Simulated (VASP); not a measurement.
Wanted: the native input for a VASP 6.6.1 run.

```
Task                   : single point
Functional             : PBEsol
Potentials or basis    : VASP PAW PBE potentials, release 64 (Lu, H)
Cutoff                 : 520 eV
k mesh                 : 12 × 12 × 12
Occupations            : fermi-dirac, width 0.05 eV
Spin                   : no spin polarisation
Dipole correction      : no
Further INCAR settings : ALGO = Normal; EDIFF = 1e-06; NBANDS = 20
```

The structure of LuH2 lies in POSCAR:

```
LuH2
1.0
    0.0000000000      2.4791309934      2.4791309934
    2.4791309934      0.0000000000      2.4791309934
    2.4791309934      2.4791309934      0.0000000000
Lu H
1 2
Direct
    0.0000000000      0.0000000000      0.0000000000
    0.2500000000      0.2500000000      0.2500000000
    0.7500000000      0.7500000000      0.7500000000
```

These files were run (other wordings do the same):

INCAR

```
SYSTEM = LuH2
PREC = Accurate
ENCUT = 520
EDIFF = 1E-6
ISMEAR = -1
SIGMA = 0.05
LREAL = .FALSE.
LASPH = .TRUE.
NELM = 80
ALGO = Normal
ISIF = 2
LWAVE = .FALSE.
LCHARG = .TRUE.
GGA = PS
LELF = .TRUE.
LVHAR = .TRUE.
NBANDS = 20
```

KPOINTS

```
regular mesh
0
G
  12 12 12
  0 0 0
```

Potentials or basis: VASP PAW PBE potentials, release 64 (Lu, H).

Run with:

```bash
$ cat potpaw_PBE.64/Lu/POTCAR potpaw_PBE.64/H/POTCAR > POTCAR
$ mpirun -np 1 vasp_std > vasp.out
```

It gave:

| Property | Result |
| --- | --- |
| Pressure | 0.3 GPa |
| Band gap on the k mesh | zero (an odd number of electrons rules out a gap without spin polarisation) |

Caveat: the PAW data sets were made with another functional, which shifts forces and pressure a little; spin-orbit coupling is left out, which moves the levels of the heavy elements.

Run time: 76 s on 1 thread of Intel Xeon 8259CL (shared host), peak memory 0.2 GiB.
